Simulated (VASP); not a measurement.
BiTe:

```xyz
2
Lattice="0.0000 3.1913 3.1913 3.1913 0.0000 3.1913 3.1913 3.1913 0.0000" Properties=species:S:1:pos:R:3 pbc="T T T"
Bi    0.0000    0.0000    0.0000
Te    3.1913    3.1913    3.1913
```

Base run:

* Program: VASP 6.6.1
* Functional: r2SCAN
* Potentials or basis: VASP PAW PBE potentials, release 64 (Bi_d, Te)
* Cutoff: 520 eV
* k mesh: 7 × 7 × 7
* Occupations: fermi-dirac, width 0.05 eV
* Spin: no spin polarisation

Its results: pressure 2.4 GPa.

The run is repeated on the same cell with these changes: functional from r2SCAN to PBE0; k mesh from 7 × 7 × 7 to 4 × 4 × 4. What comes out?

Pressure 0.4 GPa.

Several settings changed at once, so the effect can't be laid on one alone.

Caveats: some runs use coarse meshes; the PAW data sets were made with another functional, which shifts forces and pressure a little.
